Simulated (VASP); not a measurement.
# MgO (I4mm) in VASP: further runs, part 2 of 2

VASP 6.6.1.

## (4) Single point, PBE

This run uses another cell than the first one, of 9.39 Å³/atom, 1.026 times its volume.

INCAR

```
PREC = Accurate
ENCUT = 600
EDIFF = 1E-6
ISMEAR = 0
SIGMA = 0.05
LREAL = F
LASPH = T
NELM = 120
ALGO = Normal
ISIF = 2
LWAVE = F
LCHARG = F
GGA = PE
NBANDS = 11
GGA_COMPAT = F
```

KPOINTS

```
Automatic mesh
0
Gamma
  10 10 10
```

POSCAR

```
MgO
1.0
    0.0000000000      2.1095627621      2.1095627621
    2.1095627621      0.0000000000      2.1095627621
    2.1095627621      2.1095627621      0.0000000000
Mg O
1 1
Direct
    0.0199592763      0.0199592763     -0.0199592763
    0.4696787168      0.4696787168      0.5303212832
```

Potentials or basis: VASP PAW PBE potentials, release 64 (Mg, O).

Command:

```console
$ cat potpaw_PBE.64/Mg/POTCAR potpaw_PBE.64/O/POTCAR > POTCAR
$ mpirun -np 1 vasp_std > vasp.out
```

OUTCAR:

```text
PREC = Accurate
   ENCUT = 600
   EDIFF = 1E-6
   ISMEAR = 0
   LREAL = F
   LASPH = T
   NELM = 120
   ISIF = 2
   GGA = PE

 ion  position               nearest neighbor table
   1  0.020  0.020  0.980-   2 1.90   2 2.12   2 2.12   2 2.12   2 2.12   2 2.32
   2  0.470  0.470  0.530-   1 1.90   1 2.12   1 2.12   1 2.12   1 2.12   1 2.32

  LATTYP: Found a face centered cubic cell.
 ALAT       =     4.2191255242

  Lattice vectors:

 A1 = (   0.0000000000,   2.1095627621,   2.1095627621)
 A2 = (   2.1095627621,   0.0000000000,   2.1095627621)
 A3 = (   2.1095627621,   2.1095627621,   0.0000000000)

Analysis of symmetry for initial positions (statically):
=====================================================================
 Subroutine PRICEL returns:
 Original cell was already a primitive cell.

 Routine SETGRP: Setting up the symmetry group for a
 face centered cubic supercell.

 Subroutine GETGRP returns: Found  8 space group operations
 (whereof  8 operations were pure point group operations)
 out of a pool of 48 trial point group operations.

The static configuration has the point symmetry C_4v.

Analysis of symmetry for dynamics (positions and initial velocities):
=====================================================================
 Subroutine PRICEL returns:
 Original cell was already a primitive cell.

 Routine SETGRP: Setting up the symmetry group for a
 face centered cubic supercell.

 Subroutine GETGRP returns: Found  8 space group operations
 (whereof  8 operations were pure point group operations)
 out of a pool of 48 trial point group operations.

The dynamic configuration has the point symmetry C_4v.

 Subroutine INISYM returns: Found  8 space group operations
 (whereof  8 operations are pure point group operations),
 and found     1 'primitive' translations

----------------------------------------------------------------------------------------

                                     Primitive cell

  volume of cell :      18.7762

  direct lattice vectors                    reciprocal lattice vectors
     0.000000000  2.109562762  2.109562762    -0.237015940  0.237015940  0.237015940
     2.109562762  0.000000000  2.109562762     0.237015940 -0.237015940  0.237015940
     2.109562762  2.109562762  0.000000000     0.237015940  0.237015940 -0.237015940

  length of vectors
     2.983372269  2.983372269  2.983372269     0.410523649  0.410523649  0.410523649

  position of ions in fractional coordinates (direct lattice)
     0.019959276  0.019959276  0.980040724
     0.469678717  0.469678717  0.530321283

  ion indices of the primitive-cell ions
   primitive index   ion index
                 1           1
                 2           2

----------------------------------------------------------------------------------------

 KPOINTS: Automatic mesh

Automatic generation of k-mesh.
 Grid dimensions read from file:
 generate k-points for:   10   10   10

 Generating k-lattice:

  Cartesian coordinates                     Fractional coordinates (reciprocal lattice)
    -0.023701594  0.023701594  0.023701594     0.100000000  0.000000000  0.000000000
     0.023701594 -0.023701594  0.023701594     0.000000000  0.100000000  0.000000000
     0.023701594  0.023701594 -0.023701594     0.000000000  0.000000000  0.100000000

  Length of vectors
     0.041052365  0.041052365  0.041052365

  Shift w.r.t. Gamma in fractional coordinates (k-lattice)
     0.000000000  0.000000000  0.000000000

 Subroutine IBZKPT returns following result:
 ===========================================

 Found    102 irreducible k-points:

 Following reciprocal coordinates:
            Coordinates               Weight
  0.000000  0.000000  0.000000      1.000000
  0.100000  0.000000  0.000000      8.000000
  0.200000  0.000000  0.000000      8.000000
  0.300000  0.000000  0.000000      8.000000
  0.400000  0.000000  0.000000      8.000000
  0.500000  0.000000  0.000000      4.000000
[... 16 lines left out ...]
 -0.100000  0.100000  0.000000      4.000000
  0.000000 -0.100000  0.100000      8.000000
 [... further k-points ...]
   k-points           NKPTS =    102   k-points in BZ     NKDIM =    102   number of bands    NBANDS=     11
   number of dos      NEDOS =    301   number of ions     NIONS =      2
   total plane-waves  NPLWV =  13824
   dimension x,y,z NGX =    24 NGY =   24 NGZ =   24
   dimension x,y,z NGXF=    48 NGYF=   48 NGZF=   48
   ions per type =               1   1
   NGX,Y,Z   is equivalent  to a cutoff of  13.37, 13.37, 13.37 a.u.
   NGXF,Y,Z  is equivalent  to a cutoff of  26.75, 26.75, 26.75 a.u.
 SYSTEM =  unknown system
   PREC   = accura    normal or accurate (medium, high low for compatibility)
   ISTART =      0    job   : 0-new  1-cont  2-samecut
   ICHARG =      2    charge: 1-file 2-atom 10-const
   ISPIN  =      1    spin polarized calculation?
   LNONCOLLINEAR =      F non collinear calculations
   LSORBIT =      F    spin-orbit coupling
   LASPH  =      T    aspherical Exc in radial PAW
   ENCUT  =  600.0 eV  44.10 Ry    6.64 a.u.   5.96  5.96  5.96*2*pi/ulx,y,z
   NELM   =    120;   NELMIN=  2; NELMDL= -5     # of ELM steps
   EDIFF  = 0.1E-05   stopping-criterion for ELM
   LREAL  =      F    real-space projection
   EDIFFG = 0.1E-04   stopping-criterion for IOM
   NSW    =      0    number of steps for IOM
   IBRION =     -1    ionic relax: 0-MD 1-quasi-New 2-CG
   NFREE  =      0    steps in history (QN), initial steepest desc. (CG)
   ISIF   =      2    stress and relaxation
   ISYM   =      2    0-nonsym 1-usesym 2-fastsym
   POTIM  = 0.5000    time-step for ionic-motion
   TEBEG  =    0.0;   TEEND  =   0.0 temperature during run
   PSTRESS=    0.0 pullay stress
   NELECT =       8.0000    total number of electrons
   NUPDOWN=      -1.0000    fix difference up-down
   EMIN   =  10.00;   EMAX   =-10.00  energy-range for DOS
   EFERMI =   0.00;   METHOD = LEGACY
   ISMEAR =     0;   SIGMA  =   0.05  broadening in eV -4-tet -1-fermi 0-gaus
   EFERMI_NEDOS =   21; number of points for ismear=-14 and -15
   IALGO  =     38    algorithm
   IMIX   =      4    mixing-type and parameters
     AMIX     =   0.40;   BMIX     =  1.00
     AMIX_MAG =   1.60;   BMIX_MAG =  1.00
  volume/ion in A,a.u.               =       9.39        63.35
  Fermi-wavevector in a.u.,A,eV,Ry     =   1.231882  2.327919 20.647287  1.517533
  Thomas-Fermi vector in A             =   2.366674
   LORBIT       =      0    0 simple, 1 ext, 2 COOP (PROOUT), +10 PAW based schemes
   GGA     = PE    functional components
   LHFCALC =     F    Hartree Fock is set to
   AEXX    =    0.0000 exact exchange contribution
   IVDW    =     0    specifies the selected vdW correction
   LEPSILON=     F    determine dielectric tensor
   LRPA    =     F    only Hartree local field effects (RPA)
 non-spin polarized calculation
 Gauss-broadening in eV      SIGMA  =   0.05
  energy-cutoff  :      600.00
  volume of cell :       18.78
 maximum number of plane-waves:       636
   NGX = 11   NGY = 11   NGZ = 11

 number of electron       7.9999997 magnetization

 Free energy of the ion-electron system (eV)
  ---------------------------------------------------
  ext. energy  EPLUGINS =         0.00000000
  ---------------------------------------------------
  free energy    TOTEN  =       -11.76931663 eV

  energy without entropy =      -11.76931663  energy(sigma->0) =      -11.76931663

 E-fermi :   3.3801     XC(G=0): -11.0374

 val. band max:        3.1049352906   @ k =   0.0000   0.0000   0.0000
 cond. band min:       7.7718758066   @ k =   0.0000   0.0000   0.0000
 fundamental gap:      4.6669405160
 Fermi energy:         3.3800798226

 k-point     1 :       0.0000    0.0000    0.0000
  band No.  band energies     occupation
      1     -14.1106      2.00000
      2       3.0495      2.00000
      3       3.1049      2.00000
      4       3.1049      2.00000
      5       7.7719      0.00000
      6      18.9987      0.00000
      7      19.0957      0.00000
      8      19.0957      0.00000
      9      22.7197      0.00000
     10      24.6222      0.00000
     11      24.7360      0.00000
[... 309 lines left out ...]
 k-point    24 :       0.0000   -0.1000    0.1000
  band No.  band energies     occupation
      1     -13.8435      2.00000
      2       1.7305      2.00000
      3       2.7785      2.00000
      4       2.9839      2.00000
      5       9.1815      0.00000
      6      16.6406      0.00000
      7      19.3083      0.00000
      8      19.7372      0.00000
      9      22.7765      0.00000
     10      24.0432      0.00000
     11      25.8514      0.00000

 [... further k-points ...]

------------------------ aborting loop because EDIFF is reached ----------------------------------------

  FORCE on cell =-STRESS in cart. coord.  units (eV):
  Direction    XX          YY          ZZ          XY          YZ          ZX
  --------------------------------------------------------------------------------------
  -------------------------------------------------------------------------------------
  Total        0.2158597      0.2158597      2.2007344      0.0000000      0.0000000      0.0000000
  in kB       18.4193679     18.4193679    187.7893112      0.0000000      0.0000000      0.0000000
  external PRESSURE =      74.8760157 kB  Pullay stress =       0.0000000 kB

 VOLUME and BASIS-vectors are now :
 -----------------------------------------------------------------------------
  energy-cutoff  :      600.00
  volume of cell :       18.78
      direct lattice vectors                 reciprocal lattice vectors
     0.000000000  2.109562762  2.109562762    -0.237015940  0.237015940  0.237015940
     2.109562762  0.000000000  2.109562762     0.237015940 -0.237015940  0.237015940
     2.109562762  2.109562762  0.000000000     0.237015940  0.237015940 -0.237015940

 POSITION                                       TOTAL-FORCE (eV/Angst)
 -----------------------------------------------------------------------------------
      2.10956      2.10956      0.08421         0.000000      0.000000     -1.533413
      2.10956      2.10956      1.98163         0.000000      0.000000      1.533413
 -----------------------------------------------------------------------------------
    total drift:                                0.000000      0.000000      0.000131

  FREE ENERGIE OF THE ION-ELECTRON SYSTEM (eV)
  ---------------------------------------------------
  free  energy   TOTEN  =       -11.7693166337 eV

  energy  without entropy=      -11.7693166337  energy(sigma->0) =      -11.76931663
```

It took 13 s on 1 thread of Intel Xeon Platinum 8259CL at 2.50GHz (Skylake/Cascade Lake), shared host; peak memory 0.16 GiB.

Results:

```
Free energy            : -11.7693 eV
Pressure               : 7.5 GPa
Largest force          : 1.533 eV/Å
Band gap on the k mesh : 4.67 eV, direct
```

Forces in eV/Å, atoms in the order of the input:
```
Mg   0.000  0.000 -1.533
O    0.000  0.000  1.533
```

Stress tensor (GPa, compression positive):
```
 1.84  0.00  0.00
 0.00  1.84  0.00
 0.00  0.00 18.78
```

Caveat: forces of over 1 eV/Å act on the atoms, so gaps and moduli don't describe the material at rest.
